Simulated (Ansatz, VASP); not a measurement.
One calculation of Si2W, two programs

Contents of INCAR:

```
  PREC = Accurate
  ENCUT = 520
  EDIFF = 1E-6
  ISMEAR = 0
  SIGMA = 0.03
  LREAL = F
  LASPH = T
  NELM = 80
  ALGO = Normal
  ISIF = 2
  LWAVE = F
  LCHARG = F
  GGA = PE
  NBANDS = 43
```

File KPOINTS:

```
regular mesh
0
Gamma
  9 9 6
```

File POSCAR:

```
Si2W
1.0
    4.6392971011      0.0000000000      0.0000000000
   -2.3196485506      4.0177491452      0.0000000000
    0.0000000000      0.0000000000      6.5757397110
Si W
6 3
Direct
    0.8363432358      0.6726864716      0.5000000000
    0.1636567642      0.8363432358      0.8333333333
    0.6726864716      0.8363432358      0.1666666667
    0.1636567642      0.3273135284      0.5000000000
    0.8363432358      0.1636567642      0.8333333333
    0.3273135284      0.1636567642      0.1666666667
    0.0000000000      0.5000000000      0.1666666667
    0.5000000000      0.5000000000      0.8333333333
    0.5000000000      0.0000000000      0.5000000000
```

Input for Ansatz:

```yaml
crystal:
  lattice:
    - [4.6392971011, 0.0, 0.0]
    - [-2.3196485506, 4.0177491452, 0.0]
    - [0.0, 0.0, 6.575739711]
  atoms:
    - { symbol: Si, position: [0.8363432358, 0.6726864716, 0.5] }
    - { symbol: Si, position: [0.1636567642, 0.8363432358, 0.8333333333] }
    - { symbol: Si, position: [0.6726864716, 0.8363432358, 0.1666666667] }
    - { symbol: Si, position: [0.1636567642, 0.3273135284, 0.5] }
    - { symbol: Si, position: [0.8363432358, 0.1636567642, 0.8333333333] }
    - { symbol: Si, position: [0.3273135284, 0.1636567642, 0.1666666667] }
    - { symbol: W, position: [0.0, 0.5, 0.1666666667] }
    - { symbol: W, position: [0.5, 0.5, 0.8333333333] }
    - { symbol: W, position: [0.5, 0.0, 0.5] }
basis:
  ecutwfc: 420
kpoints:
  mp_grid: { grid: [9, 9, 6] }
hamiltonian:
  xc: pbe
  pseudopotentials: { kind: paw, azcp: { folder: soft_1 } }
scf:
  occupations: { method: gaussian, width: 0.03 }
output:
  forces: true
  stress: true
  eigenvalues: true
```

Alike in both runs: task single point; functional PBE; k mesh 9 × 9 × 6; occupations gaussian, width 0.03 eV; no spin polarisation.

```csv
,VASP,Ansatz
version,VASP 6.6.1,Ansatz 0.2.0
potentials or method,"VASP PAW PBE potentials, release 64 (Si, W_sv), cutoff 520 eV","scalar-relativistic, plane waves, PAW"
valence electrons in the cell,66,66
```

```csv
,VASP,Ansatz,Ansatz less VASP
gap on the k mesh at the Fermi level (eV),0.12,0.12,0.000
least direct gap on the mesh (eV),0.59,0.59,0.000
pressure (GPa),0.3,0.3,-0.03
"traceless stress, the component that is largest in VASP (GPa)",2.76,2.76,+0.002
rms of the force components (eV/Å),0.013,0.011,-0.0018
```

Atom by atom the forces differ by 0.002 eV/Å (rms over components).

Spin-orbit coupling is off throughout.
